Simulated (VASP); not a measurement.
**CoO: single point with LDA**

The system is CoO.

```
Co O
1.0
    -1.43995    1.43995    2.03639
     1.43995   -1.43995    2.03639
     1.43995    1.43995   -2.03639
Co O
1 1
Cartesian
  0.0000 0.0000 0.0000
  0.0000 0.0000 2.0364
```

| Quantity | Value |
| --- | --- |
| Program | VASP 6.6.1 |
| Task | single point |
| Functional | LDA |
| Potentials or basis | VASP PAW LDA potentials, release 64 (Co, O) |
| Cutoff | 520 eV |
| k mesh | 16 × 16 × 16 |
| Occupations | gaussian, width 0.02 eV |
| Spin | collinear spin, ferromagnetic start |
| Starting moments | [2.82, 0.32] μB |

- Pressure: -0.8 GPa
- Net moment: 2.08 μB per cell
- Site moments: Co +1.86; O +0.18 μB
- Valence electrons inside the program's atomic spheres: Co 8.13; O 4.98

Levels at points of the mesh, in eV from the Fermi level:
Spin up:
| k point | band 5 | band 6 | band 7 | band 8 | band 9 | band 10 | band 11 | band 12 | band 13 | band 14 |
| --- | --- | --- | --- | --- | --- | --- | --- | --- | --- | --- |
| (0.00, 0.00, 0.00) | -2.89 | -2.89 | -2.89 | -2.75 | -2.75 | 1.81 | 17.06 | 19.16 | 19.16 | 19.16 |
| (0.50, 0.00, 0.00) | -1.85 | -1.85 | -1.33 | 0.83 | 0.83 | 5.26 | 10.49 | 14.21 | 14.21 | 22.30 |
| (0.50, 0.50, 0.00) | -4.13 | -2.26 | -1.49 | -1.49 | -1.45 | 6.81 | 10.45 | 12.37 | 17.15 | 17.15 |
Spin down:
| k point | band 4 | band 5 | band 6 | band 7 | band 8 | band 9 |
| --- | --- | --- | --- | --- | --- | --- |
| (0.00, 0.00, 0.00) | -3.59 | -1.47 | -1.47 | -1.47 | -0.81 | -0.81 |
| (0.50, 0.00, 0.00) | -6.05 | -0.25 | -0.25 | 0.11 | 2.44 | 2.44 |
| (0.50, 0.50, 0.00) | -4.97 | -2.93 | -0.23 | 0.13 | 0.13 | 0.56 |

It used 280 s of CPU time on 1 thread of AMD EPYC 7R13 Processor (Zen 3), on a shared host.

Caveat: a cell with one magnetic atom can't hold antiferromagnetic order, which such compounds often take; semilocal functionals often make such compounds metallic where correlation or magnetic order opens a gap, which also shifts bond lengths. With open d or f shells a metallic result of LDA can be an artefact of self-interaction; +U or a hybrid may open a gap.
